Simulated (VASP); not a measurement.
Crystal: F.

```
F
1.0
     0.00000    2.53290    2.53290
     2.53290    0.00000    2.53290
     2.53290    2.53290    0.00000
F
2
Direct
  0.87500 0.87500 0.87500
  0.12500 0.12500 0.12500
```

| Property | Result |
| --- | --- |
| Program | VASP 6.6.1 |
| Task | relaxation of cell and atoms |
| Functional | PBEsol |
| Potentials or basis | VASP PAW PBE potentials, release 64 (F) |
| Cutoff | 600 eV |
| k mesh | 14 × 14 × 14 |
| Occupations | fermi-dirac, width 0.08 eV |
| Spin | no spin polarisation |

At the start: pressure -5.3 GPa; volume 16.25 Å³/atom.

**Question.** Where does the relaxation end?

**Answer.** Over 5 steps the energy falls by 56.6 meV/atom and the volume is 13.49 Å³/atom (-17.0 %); space group Fd-3m (No. 227, to 0.1 Å) before and after.

The path:
```tsv
step	energy change (eV)	largest force (eV/Å)	pressure (GPa)	volume (Å³)
1	0.0000	0.0000	-5.30	32.50
2	-0.0717	0.0000	-3.84	30.04
3	-0.1121	0.0000	-0.79	27.43
4	-0.1131	0.0000	0.21	26.85
5	-0.1132	0.0000	0.00	26.97
```

Final structure:
```
F
1.0
     0.00000    2.38030    2.38030
     2.38030    0.00000    2.38030
     2.38030    2.38030    0.00000
F
2
Direct
  0.87500 0.87500 0.87500
  0.12500 0.12500 0.12500
```

Caveat: the volume moved by over 15 % at a fixed basis, so the end points are rough; the PAW data sets were made with another functional, which shifts forces and pressure a little.
